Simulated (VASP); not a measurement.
Here is a VASP 6.6.1 calculation.

File INCAR:

```
PREC = Accurate
ENCUT = 520
EDIFF = 1E-6
ISMEAR = 0
SIGMA = 0.15
LREAL = False
LASPH = True
NELM = 60
ALGO = Normal
ISIF = 2
LWAVE = False
LCHARG = True
GGA = PE
LELF = True
LVHAR = True
NBANDS = 14
```

KPOINTS

```
regular mesh
0
Gamma
  18 18 18
```

File POSCAR:

```
HfN
1.0
    0.0000000000      2.3493600000      2.2590000000
    2.3493600000      0.0000000000      2.2590000000
    2.3493600000      2.3493600000      0.0000000000
Hf N
1 1
Direct
    0.0000000000      0.0000000000      0.0000000000
    0.5000000000      0.5000000000      0.5000000000
```

Potentials or basis: VASP PAW PBE potentials, release 64 (Hf_pv, N).

Command:

```console
$ cat potpaw_PBE.64/Hf_pv/POTCAR potpaw_PBE.64/N/POTCAR > POTCAR
$ mpirun -np 1 vasp_std > vasp.out
```

(1) What does it give for the pressure?

(2) What does it give for the band gap on the k mesh?

Answers

(1) -14.9 GPa.

(2) zero (an odd number of electrons rules out a gap without spin polarisation).

Caveat: the cell differs from its parent crystal (strain +0.040 along x and y, +0.000 along z); the stress differs along the axes, from -20 to -6 GPa; spin-orbit coupling is left out, which moves the levels of the heavy elements; an odd number of electrons without spin polarisation forces a metal; a magnetic or distorted state may lie lower.
